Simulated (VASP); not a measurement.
# Te (C2/m) in VASP: a series of runs, part 2 of 2

VASP 6.6.1. Earlier steps stand in the parts before.

## Step 5: Single point, r2SCAN

This run uses another cell than the first one, of 31.39 Å³/atom, 0.960 times its volume.

POSCAR reads:

```
Te
1.0
    3.7686575664     -2.1191692761      0.0000000000
    3.7686575664      2.1191692761      0.0000000000
   -0.0930165102      0.0000000000      5.8953227704
Te
3
Direct
    0.0000000000      0.0000000000      0.0000000000
    0.3094466100      0.3094466100      0.3388094900
    0.6905533900      0.6905533900      0.6611905100
```

INCAR.step1 reads:

```
ALGO = Normal ; EDIFF = 1E-4
ENCUT = 520 ; GGA = PE
ISMEAR = -1 ; LASPH = True
LCHARG = False ; LREAL = False
LWAVE = True ; NBANDS = 16
NELM = 60 ; PREC = Accurate
SIGMA = 0.05
```

INCAR.step2 reads:

```
ALGO = Normal ; EDIFF = 1E-6
ENCUT = 520 ; ISIF = 2
ISMEAR = -1 ; ISTART = 1
LASPH = True ; LCHARG = False
LMIXTAU = True ; LREAL = False
LWAVE = False ; METAGGA = R2SCAN
NBANDS = 16 ; NELM = 60
PREC = Accurate ; SIGMA = 0.05
```

KPOINTS reads:

```
k-points
0
Gamma
  7 7 5
```

Potentials or basis: VASP PAW PBE potentials, release 64 (Te).

Command:

```
> cat potpaw_PBE.64/Te/POTCAR > POTCAR
> cp INCAR.step1 INCAR
> mpirun -np 1 vasp_std > vasp.out
> cp INCAR.step2 INCAR
> mpirun -np 1 vasp_std > vasp.out
```

OUTCAR:

```text
EDIFF = 1E-6
   ENCUT = 520
   ISIF = 2
   ISMEAR = -1
   ISTART = 1
   LASPH = True
   LREAL = False
   METAGGA = R2SCAN
   NELM = 60
   PREC = Accurate

 ion  position               nearest neighbor table
   1  0.000  0.000  0.000-   2 3.05   3 3.05   3 3.26   3 3.26   2 3.26   2 3.26
   2  0.309  0.309  0.339-   3 2.99   3 2.99   1 3.05   1 3.26   1 3.26   3 3.42
   3  0.691  0.691  0.661-   2 2.99   2 2.99   1 3.05   1 3.26   1 3.26   2 3.42

  LATTYP: Found a base centered monoclinic cell.
 ALAT       =     7.5373151328
 B/A-ratio  =     0.5623140969
 C/A-ratio  =     0.7822489081
 COS(beta)  =    -0.0157760547

  Lattice vectors:

 A1 = (   3.7686575664,  -2.1191692761,   0.0000000000)
 A2 = (   3.7686575664,   2.1191692761,   0.0000000000)
 A3 = (  -0.0930165102,   0.0000000000,   5.8953227704)

Analysis of symmetry for initial positions (statically):
=====================================================================
 Subroutine PRICEL returns:
 Original cell was already a primitive cell.

 Routine SETGRP: Setting up the symmetry group for a
 base centered monoclinic supercell.

 Subroutine GETGRP returns: Found  4 space group operations
 (whereof  4 operations were pure point group operations)
 out of a pool of  4 trial point group operations.

The static configuration has the point symmetry C_2h.

Analysis of symmetry for dynamics (positions and initial velocities):
=====================================================================
 Subroutine PRICEL returns:
 Original cell was already a primitive cell.

 Routine SETGRP: Setting up the symmetry group for a
 base centered monoclinic supercell.

 Subroutine GETGRP returns: Found  4 space group operations
 (whereof  4 operations were pure point group operations)
 out of a pool of  4 trial point group operations.

The dynamic configuration has the point symmetry C_2h.

[... 116 lines left out ...]
   EFERMI_NEDOS =   21; number of points for ismear=-14 and -15
   IALGO  =     38    algorithm
   IMIX   =      4    mixing-type and parameters
     AMIX     =   0.40;   BMIX     =  1.00
     AMIX_MAG =   1.60;   BMIX_MAG =  1.00
  volume/ion in A,a.u.               =      31.39       211.82
  Fermi-wavevector in a.u.,A,eV,Ry     =   0.943052  1.782110 12.100305  0.889347
  Thomas-Fermi vector in A             =   2.070722
   LORBIT       =      0    0 simple, 1 ext, 2 COOP (PROOUT), +10 PAW based schemes
   METAGGA = R2SCAN    functional components
   LHFCALC =     F    Hartree Fock is set to
   AEXX    =    0.0000 exact exchange contribution
   IVDW    =     0    specifies the selected vdW correction
   LEPSILON=     F    determine dielectric tensor
   LRPA    =     F    only Hartree local field effects (RPA)
 non-spin polarized calculation
  energy-cutoff  :      520.00
  volume of cell :       94.17
 maximum number of plane-waves:      2552
   NGX = 17   NGY = 17   NGZ = 21

 number of electron      18.0000001 magnetization

 Free energy of the ion-electron system (eV)
  ---------------------------------------------------
  ext. energy  EPLUGINS =         0.00000000
  ---------------------------------------------------
  free energy    TOTEN  =       -75.99576349 eV

  energy without entropy =      -75.98927856  energy(sigma->0) =      -75.99252102

 E-fermi :   6.9351     XC(G=0):  -9.9211

 val. band max:        6.9221087866   @ k =   0.4286   0.2857   0.2000
 cond. band min:       6.9389861870   @ k =  -0.1429  -0.1429   0.2000
 fundamental gap:      0.0168774004
 Fermi energy:         6.9350871705

 k-point     1 :       0.0000    0.0000    0.0000
  band No.  band energies     occupation
      1      -7.7300      2.00000
      2      -4.1170      2.00000
      3      -3.9471      2.00000
      4       3.8345      2.00000
      5       3.8432      2.00000
      6       4.5902      2.00000
[... 433 lines left out ...]
      3      -2.8432      2.00000
      4       2.5458      2.00000
      5       3.6176      2.00000
      6       4.1473      2.00000
[... 8 lines left out ...]
     15      12.8039      0.00000
     16      13.2343      0.00000

 [... further k-points ...]

------------------------ aborting loop because EDIFF is reached ----------------------------------------

  FORCE on cell =-STRESS in cart. coord.  units (eV):
  Direction    XX          YY          ZZ          XY          YZ          ZX
  --------------------------------------------------------------------------------------
  -------------------------------------------------------------------------------------
  Total        1.2583877      1.4078517      1.6099785      0.0000000      0.0000000     -0.0571459
  in kB       21.4109102     23.9539745     27.3930722      0.0000000      0.0000000     -0.9723115
  external PRESSURE =      24.2526523 kB  Pullay stress =       0.0000000 kB

 VOLUME and BASIS-vectors are now :
 -----------------------------------------------------------------------------
  energy-cutoff  :      520.00
  volume of cell :       94.17
      direct lattice vectors                 reciprocal lattice vectors
     3.768657566 -2.119169276  0.000000000     0.132673237 -0.235941510  0.002093321
     3.768657566  2.119169276  0.000000000     0.132673237  0.235941510  0.002093321
    -0.093016510  0.000000000  5.895322770     0.000000000  0.000000000  0.169625997

 POSITION                                       TOTAL-FORCE (eV/Angst)
 -----------------------------------------------------------------------------------
      0.00000      0.00000      0.00000         0.000000      0.000000      0.000000
      2.30088      0.00000      1.99739         0.129799      0.000000     -0.049832
      5.14342      0.00000      3.89793        -0.129799      0.000000      0.049832
 -----------------------------------------------------------------------------------
    total drift:                                0.000000     -0.000000     -0.000000

  FREE ENERGIE OF THE ION-ELECTRON SYSTEM (eV)
  ---------------------------------------------------
  free  energy   TOTEN  =       -75.9957634902 eV

  energy  without entropy=      -75.9892785580  energy(sigma->0) =      -75.99252102
```

It took 3.7 min on 1 thread of Intel Xeon Platinum 8259CL at 2.50GHz (Skylake/Cascade Lake), shared host; peak memory 0.27 GiB.

What came out:

| Item | Value |
| --- | --- |
| Free energy | -75.9958 eV |
| Pressure | 2.4 GPa |
| Largest force | 0.139 eV/Å |
| Band gap on the k mesh | zero (band 9 reaches 6.92 eV, above the bottom of band 10 at 6.88 eV) |

Forces on the atoms (eV/Å):
```
Te   0.000  0.000  0.000
Te   0.130  0.000 -0.050
Te  -0.130  0.000  0.050
```

Levels at points of the mesh, in eV from the Fermi level:
```tsv
k point	band 5	band 6	band 7	band 8	band 9	band 10	band 11	band 12	band 13	band 14
(0.00, 0.00, 0.00)	-3.09	-2.34	-2.12	-1.88	-1.72	1.00	1.03	1.68	4.97	5.43
```

Caveat: the PAW data sets were made with another functional, which shifts forces and pressure a little; spin-orbit coupling is left out, which moves the levels of the heavy elements.

## Step 6: Summary

| level | cell | k mesh | gap on the mesh (eV) | pressure (GPa) | largest force (eV/Å) |
| --- | --- | --- | --- | --- | --- |
| r2SCAN | a = 4.383, b = 4.383, c = 5.977 Å, angles 90.8, 90.8, 58.7°, 3 atoms | 7 × 7 × 5 | - | 0.1 | 0.01 |
| PBEsol | a = 4.383, b = 4.383, c = 5.977 Å, angles 90.8, 90.8, 58.7°, 3 atoms | 6 × 6 × 4 | none | -1.9 | 0.05 |
| r2SCAN | a = 4.293, b = 4.293, c = 5.855 Å, angles 90.8, 90.8, 58.7°, 3 atoms | 7 × 7 × 5 | none | 3.8 | 0.21 |
| r2SCAN | a = 4.324, b = 4.324, c = 5.896 Å, angles 90.8, 90.8, 58.7°, 3 atoms | 7 × 7 × 5 | none | 2.4 | 0.14 |

Alike in all rows: task single point; potentials or basis VASP PAW PBE potentials, release 64 (Te); no spin polarisation; cutoff (eV) 520; smearing fermi-dirac 0.05 eV.

Caveats: the PAW data sets were made with another functional, which shifts forces and pressure a little; spin-orbit coupling is left out, which moves the levels of the heavy elements.

Total energies depend on the potentials used, so only differences within one code and one set of settings carry meaning.
